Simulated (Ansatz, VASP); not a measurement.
## Sr: VASP beside Ansatz

File INCAR:

```
SYSTEM = Sr
PREC = Accurate
ENCUT = 520
EDIFF = 1E-7
ISMEAR = -1
SIGMA = 0.08
LREAL = .False.
LASPH = .True.
NELM = 80
ALGO = Normal
ISIF = 2
LWAVE = .False.
LCHARG = .True.
GGA = PE
LELF = .True.
LVHAR = .True.
NBANDS = 11
```

The input KPOINTS:

```
Automatic mesh
0
Gamma
  12 12 12
  0 0 0
```

Contents of POSCAR:

```
Sr
1.0
    0.0000000000      2.9363788388      2.9363788388
    2.9363788388      0.0000000000      2.9363788388
    2.9363788388      2.9363788388      0.0000000000
Sr
1
Direct
    0.0000000000      0.0000000000      0.0000000000
```

Input for Ansatz:

```yaml
crystal:
  lattice:
    - [0.0, 2.9363788388, 2.9363788388]
    - [2.9363788388, 0.0, 2.9363788388]
    - [2.9363788388, 2.9363788388, 0.0]
  atoms:
    - { symbol: Sr, position: [0.0, 0.0, 0.0] }
kpoints:
  mp_grid: { grid: [12, 12, 12] }
scf:
  occupations: { method: fermi_dirac, width: 0.08 }
hamiltonian:
  xc: pbe
  pseudopotentials: { kind: all_electron, lapw: { basis_error: 0.001 } }
output:
  forces: true
  stress: true
  eigenvalues: true
  populations: true
```

Change from the starting cell: volume scaled by 0.92, LAPW.

Alike in both runs: task single point; functional PBE; k mesh 12 × 12 × 12; occupations fermi-dirac, width 0.08 eV; no spin polarisation.

|  | VASP | Ansatz |
| --- | --- | --- |
| version | VASP 6.6.1 | Ansatz 0.2.0 |
| potentials or method | VASP PAW PBE potentials, release 64 (Sr_sv), cutoff 520 eV | all-electron LAPW, scalar-relativistic |

```tsv
	VASP	Ansatz	Ansatz less VASP
pressure (GPa)	1.1	1.1	-0.01
```

Ansatz ran all-electron here, and VASP with PAW potentials.
